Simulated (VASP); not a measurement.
# CuF (P6_3mc) in VASP: settings compared, part 3 of 3

VASP 6.6.1.

## (6) Single point, PBE

This run uses another cell than the first one, of 12.09 Å³/atom.

File INCAR:

```
SYSTEM = CuF
ALGO = Normal ; EDIFF = 1E-7
ENCUT = 520 ; GGA = PE
ISIF = 2 ; ISMEAR = -1
LASPH = .TRUE. ; LCHARG = .FALSE.
LREAL = .FALSE. ; LWAVE = .FALSE.
NBANDS = 26 ; NELM = 80
PREC = Accurate ; SIGMA = 0.02
```

File KPOINTS:

```
k-points
0
G
  12 12 6
  0 0 0
```

File POSCAR:

```
CuF
1.0
    2.8644951773      0.0000000000      0.0000000000
   -1.4322475886      2.4807255925      0.0000000000
    0.0000000000      0.0000000000      6.8077462040
Cu F
2 2
Direct
    0.3333333333      0.6666666667      0.0460751685
    0.6666666667      0.3333333333      0.5460751685
    0.3333333333      0.6666666667      0.3289248315
    0.6666666667      0.3333333333      0.8289248315
```

Potentials or basis: VASP PAW PBE potentials, release 64 (Cu, F).

Launch:

```console
$ cat potpaw_PBE.64/Cu/POTCAR potpaw_PBE.64/F/POTCAR > POTCAR
$ mpirun -np 1 vasp_std > vasp.out
```

OUTCAR:

```text
SYSTEM = CuF
   EDIFF = 1E-7
   ENCUT = 520
   GGA = PE
   ISIF = 2
   ISMEAR = -1
   LASPH = .TRUE.
   LREAL = .FALSE.
   NELM = 80
   PREC = Accurate

 ion  position               nearest neighbor table
   1  0.333  0.667  0.046-   3 1.93   4 2.22   4 2.22   4 2.22
   2  0.667  0.333  0.546-   4 1.93   3 2.22   3 2.22   3 2.22
   3  0.333  0.667  0.329-   1 1.93   2 2.22   2 2.22   2 2.22
   4  0.667  0.333  0.829-   2 1.93   1 2.22   1 2.22   1 2.22

  LATTYP: Found a hexagonal cell.
 ALAT       =     2.8644951773
 C/A-ratio  =     2.3765954497

[... 895 lines left out ...]
  --------------------------------------------------------------------------------------
  -------------------------------------------------------------------------------------
  Total       -0.0123731     -0.0123731      0.1985170     -0.0000000      0.0000000      0.0000000
  in kB       -0.4097888     -0.4097888      6.5747313     -0.0000000      0.0000000      0.0000000
  external PRESSURE =       1.9183845 kB  Pullay stress =       0.0000000 kB

 VOLUME and BASIS-vectors are now :
 -----------------------------------------------------------------------------
  energy-cutoff  :      520.00
  volume of cell :       48.38
      direct lattice vectors                 reciprocal lattice vectors
     2.864495177  0.000000000  0.000000000     0.349101653  0.201553933  0.000000000
    -1.432247589  2.480725592  0.000000000     0.000000000  0.403107866  0.000000000
     0.000000000  0.000000000  6.807746204     0.000000000  0.000000000  0.146891492

 POSITION                                       TOTAL-FORCE (eV/Angst)
 -----------------------------------------------------------------------------------
     -0.00000      1.65382      0.31367         0.000000      0.000000     -0.059790
      1.43225      0.82691      3.71754        -0.000000     -0.000000     -0.059790
     -0.00000      1.65382      2.23924        -0.000000     -0.000000      0.059790
      1.43225      0.82691      5.64311         0.000000      0.000000      0.059790
 -----------------------------------------------------------------------------------
    total drift:                               -0.000000      0.000000     -0.000325

  FREE ENERGIE OF THE ION-ELECTRON SYSTEM (eV)
  ---------------------------------------------------
  free  energy   TOTEN  =       -14.7204994502 eV

  energy  without entropy=      -14.7203773720  energy(sigma->0) =      -14.72043841
```

OSZICAR:

```text
N       E                     dE             d eps       ncg     rms          rms(c)
DAV:   1     0.362433337813E+03    0.36243E+03   -0.17704E+04  4114   0.213E+03
DAV:   2     0.296851559519E+02   -0.33275E+03   -0.31044E+03  4010   0.416E+02
DAV:   3    -0.154219373785E+02   -0.45107E+02   -0.43458E+02  4584   0.175E+02
DAV:   4    -0.169376516159E+02   -0.15157E+01   -0.15078E+01  5150   0.341E+01
DAV:   5    -0.169612484346E+02   -0.23597E-01   -0.23588E-01  5068   0.375E+00    0.102E+01
DAV:   6    -0.157350070861E+02    0.12262E+01   -0.13693E+01  5458   0.753E+01    0.759E+00
DAV:   7    -0.147373200066E+02    0.99769E+00   -0.37668E+00  5366   0.543E+01    0.196E+00
DAV:   8    -0.147329264960E+02    0.43935E-02   -0.28194E-01  4394   0.388E+00    0.910E-01
DAV:   9    -0.147209699556E+02    0.11957E-01   -0.29426E-02  5210   0.256E+00    0.243E-01
DAV:  10    -0.147205633336E+02    0.40662E-03   -0.77149E-03  6208   0.127E+00    0.122E-01
DAV:  11    -0.147205117617E+02    0.51572E-04   -0.76818E-04  5680   0.583E-01    0.445E-02
DAV:  12    -0.147204986434E+02    0.13118E-04   -0.15950E-04  5118   0.132E-01    0.634E-03
DAV:  13    -0.147204994681E+02   -0.82472E-06   -0.11687E-05  4658   0.302E-02    0.375E-03
DAV:  14    -0.147204994502E+02    0.17913E-07   -0.67700E-07  5306   0.877E-03
   1 F= -.14720499E+02 E0= -.14720438E+02  d E =-.122078E-03
```

stdout:

```text
POSCAR found type information on POSCAR CuF
 POSCAR found :  2 types and       4 ions
 scaLAPACK will be used
 LDA part: xc-table for (Slater+PW92), standard interpolation
 POSCAR, INCAR and KPOINTS ok, starting setup
 FFT: planning ... GRIDC
 FFT: planning ... GRID_SOFT
 FFT: planning ... GRID
 WAVECAR not read
 entering main loop
```

Wall time 2.3 min (1 thread of Intel Xeon 8259CL, shared host); peak memory 0.23 GiB.

Results:

- Free energy: -14.7205 eV
- Pressure: 0.2 GPa
- Largest force: 0.060 eV/Å
- Band gap on the k mesh: 0.11 eV (least direct gap 0.42 eV)

Forces on the atoms (eV/Å):
```
Cu   0.000  0.000 -0.060
Cu   0.000  0.000 -0.060
F    0.000  0.000  0.060
F    0.000  0.000  0.060
```

Caveat: the structure was generated, so it needn't be the stable form of CuF; semilocal functionals underestimate gaps, and a narrow one can read as zero. A k mesh can miss the band edges.

## (7) Summary

```tsv
level	potentials or basis	cell	k mesh	gap on the mesh (eV)	pressure (GPa)	largest force (eV/Å)
LDA	VASP PAW LDA potentials, release 64 (Cu, F)	a = 2.692, b = 2.692, c = 6.662 Å, angles 90.0, 90.0, 120.0°, 4 atoms, atomic positions A	12 × 12 × 4	0.13	0.4	0.07
PBEsol	VASP PAW PBE potentials, release 64 (Cu, F)	a = 2.755, b = 2.755, c = 6.752 Å, angles 90.0, 90.0, 120.0°, 4 atoms, atomic positions B	12 × 12 × 4	0.08	0.1	0.06
PBE	VASP PAW PBE potentials, release 64 (Cu, F)	a = 2.790, b = 2.790, c = 6.721 Å, angles 90.0, 90.0, 120.0°, 4 atoms, atomic positions C	12 × 12 × 4	0.13	6.0	0.03
LDA	VASP PAW LDA potentials, release 64 (Cu, F)	a = 2.790, b = 2.790, c = 6.721 Å, angles 90.0, 90.0, 120.0°, 4 atoms, atomic positions C	12 × 12 × 4	0.08	-6.9	0.04
PBE	VASP PAW PBE potentials, release 64 (Cu, F)	a = 2.864, b = 2.864, c = 6.808 Å, angles 90.0, 90.0, 120.0°, 4 atoms, atomic positions D	12 × 12 × 6	0.11	0.2	0.06
```

Alike in all rows: task single point; no spin polarisation; cutoff (eV) 520; smearing fermi-dirac 0.02 eV.

Caveats: the structure was generated, so it needn't be the stable form of CuF; semilocal functionals underestimate gaps, and a narrow one can read as zero; the PAW data sets were made with another functional, which shifts forces and pressure a little (at least some runs); the cell stands under pressure (at least some runs); the cell stands under tension (at least some runs).

Total energies depend on the potentials used, so only differences within one code and one set of settings carry meaning.
